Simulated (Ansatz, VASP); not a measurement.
**One calculation of Os, two programs**

```
CELL_PARAMETERS angstrom
2.59739 0.00000 0.00000
-1.29870 2.24941 0.00000
0.00000 0.00000 4.31970
ATOMIC_POSITIONS crystal
Os 0.33333 0.66667 0.25000
Os 0.66667 0.33333 0.75000
```

Change from the starting cell: strain -0.050 along x and y, +0.000 along z, atoms carried along.

Alike in both runs: task single point; functional PBEsol; k mesh 18 × 18 × 12; occupations gaussian, width 0.15 eV; no spin polarisation.

|  | VASP | Ansatz |
| --- | --- | --- |
| version | VASP 6.6.1 | Ansatz 0.2.0 |
| potentials or method | VASP PAW PBE potentials, release 64 (Os), cutoff 520 eV | scalar-relativistic, plane waves, PAW |
| valence electrons in the cell | 16 | 32 |

|  | VASP | Ansatz | Ansatz less VASP |
| --- | --- | --- | --- |
| gap on the k mesh at the Fermi level (eV) | none | none | - |
| pressure (GPa) | 55.0 | 52.5 | -2.50 |
| traceless stress, the component that is largest in VASP (GPa) | -28.09 | -27.95 | +0.138 |

VASP's potentials were made for PBE, not for PBEsol. A gap of «none» marks a metal or a gap that the smearing closes. Both programs put the cell under a high pressure, so it lies far from rest at this level. VASP's potentials hold 16 valence electrons a cell and Ansatz's 32, so a difference there can come from the potentials and not from the codes.

Spin-orbit coupling is off throughout.
